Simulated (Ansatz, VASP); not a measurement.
One calculation of CsSnI3, two programs

INCAR

```
SYSTEM = CsSnI3
PREC     = Accurate       ! precision mode
ENCUT    = 600            ! plane-wave cutoff, eV
EDIFF    = 1E-6           ! SCF threshold, eV
ISMEAR   = -1             ! smearing method
SIGMA    = 0.05           ! smearing width, eV
LREAL    = .False.        ! projectors in reciprocal space
LASPH    = .True.         ! aspherical terms in the spheres
NELM     = 60             ! most SCF steps
ALGO     = Normal         ! electronic algorithm
ISIF     = 3              ! what is computed and relaxed
LWAVE    = .False.        ! write WAVECAR
LCHARG   = .False.        ! write CHGCAR
GGA      = PS             ! functional
IVDW     = 12             ! dispersion correction
IBRION   = 2              ! ionic algorithm
NSW      = 60             ! ionic steps
EDIFFG   = -0.01          ! ionic threshold
```

File KPOINTS:

```
regular mesh
0
Gamma
  5 5 5
  0 0 0
```

File POSCAR:

```
CsSnI3
1.0
    6.2057000000      0.0000000000      0.0000000000
    0.0000000000      6.2057000000      0.0000000000
    0.0000000000      0.0000000000      6.2057000000
Cs I Sn
1 3 1
Direct
    0.0000000000      0.0000000000      0.0000000000
    0.5000000000      0.5000000000      0.0000000000
    0.5000000000      0.0000000000      0.5000000000
    0.0000000000      0.5000000000      0.5000000000
    0.5000000000      0.5000000000      0.5000000000
```

Contents of input.yaml:

```yaml
crystal:
  lattice:
    - [6.2057, 0.0, 0.0]
    - [0.0, 6.2057, 0.0]
    - [0.0, 0.0, 6.2057]
  atoms:
    - { symbol: Cs, position: [0.0, 0.0, 0.0] }
    - { symbol: I, position: [0.5, 0.5, 0.0] }
    - { symbol: I, position: [0.5, 0.0, 0.5] }
    - { symbol: I, position: [0.0, 0.5, 0.5] }
    - { symbol: Sn, position: [0.5, 0.5, 0.5] }
hamiltonian:
  xc: pbesol
  pseudopotentials: { kind: paw }
  dispersion: d3bj
kpoints:
  mp_grid: { grid: [5, 5, 5] }
scf:
  occupations: { method: fermi_dirac, width: 0.05 }
output:
  forces: true
  stress: true
relax:
  f_tol: 0.01
  max_steps: 40
  cell: { stress_tol: 0.05 }
```

Alike in both runs: task relaxation of cell and atoms; functional PBEsol; dispersion D3(BJ); k mesh 5 × 5 × 5; occupations fermi-dirac, width 0.05 eV; no spin polarisation.

```csv
,VASP,Ansatz
version,VASP 6.6.1,Ansatz 0.2.0
potentials or method,"VASP PAW PBE potentials, release 64 (Cs_sv, I, Sn_d)",Ansatz PAW
plane-wave cutoff (eV),600,420
valence electrons in the cell,44,74
```

|  | VASP | Ansatz | Ansatz less VASP |
| --- | --- | --- | --- |
| relaxed volume (Å³/atom) | 43.70 | 43.67 | -0.027 |
| relaxed cell length with the largest relative difference (Å) | 6.023 | 6.022 | -0.0013 |

VASP's potentials were made for PBE, not for PBEsol. VASP's potentials hold 44 valence electrons a cell and Ansatz's 74, so a difference there can come from the potentials and not from the codes.

Spin-orbit coupling is off throughout. Noted on Ansatz's run: odd divisions of the mesh miss points on the zone boundary, where band edges often lie, so the gap on the mesh can be too wide; the plane-wave basis is chosen anew once the cell has moved, so the energies of steps on either side of that aren't comparable.
